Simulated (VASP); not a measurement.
A run of VASP 6.6.1 is set up as follows.

File POSCAR:

```
CaO
1.0
    4.0797563428      0.0000000000      0.0000000000
   -2.0398781714      3.4476704080      0.0000000000
    0.0000000000      0.0000000000      4.7701151974
Ca O
2 2
Direct
    0.3313904615      0.6627809230      0.2500000000
    0.6686095385      0.3372190770      0.7500000000
    0.6681360384      0.3362720768      0.2500000000
    0.3318639616      0.6637279232      0.7500000000
```

File INCAR.step1:

```
SYSTEM = CaO
PREC = Accurate ; ENCUT = 520
ISMEAR = 0 ; SIGMA = 0.01
LREAL = .FALSE. ; LASPH = .TRUE.
NELM = 80 ; NBANDS = 24
GGA = PE ; ALGO = Normal
EDIFF = 1E-4 ; LWAVE = .TRUE.
LCHARG = .FALSE.
```

INCAR.step2

```
SYSTEM = CaO
PREC = Accurate ; ENCUT = 520
EDIFF = 1E-7 ; ISMEAR = 0
SIGMA = 0.01 ; LREAL = .FALSE.
LASPH = .TRUE. ; NELM = 80
ALGO = Normal ; ISIF = 2
LWAVE = .FALSE. ; LCHARG = .TRUE.
METAGGA = R2SCAN ; LMIXTAU = .TRUE.
LELF = .TRUE. ; LVHAR = .TRUE.
NBANDS = 24 ; ISTART = 1
```

The input KPOINTS:

```
regular mesh
0
G
  12 12 6
  0 0 0
```

Potentials or basis: VASP PAW PBE potentials, release 64 (Ca_sv, O).

Command:

```bash
$ cat potpaw_PBE.64/Ca_sv/POTCAR potpaw_PBE.64/O/POTCAR > POTCAR
$ cp INCAR.step1 INCAR
$ mpirun -np 1 vasp_std > vasp.out
$ cp INCAR.step2 INCAR
$ mpirun -np 1 vasp_std > vasp.out
```

Task: Estimate the pressure.

Result: -1.2 GPa.

Task: What does it give for the band gap on the k mesh?

Result: 3.48 eV.

Task: Estimate the largest force.

Result: 0.004 eV/Å.

Stress tensor (GPa, compression positive):
```
-2.05  0.00  0.00
 0.00 -1.32  0.00
 0.00  0.00 -0.31
```

Caveat: the cell differs from its parent crystal (uniaxial x strain +2.5%); the PAW data sets were made with another functional, which shifts forces and pressure a little. A k mesh can miss the band edges.
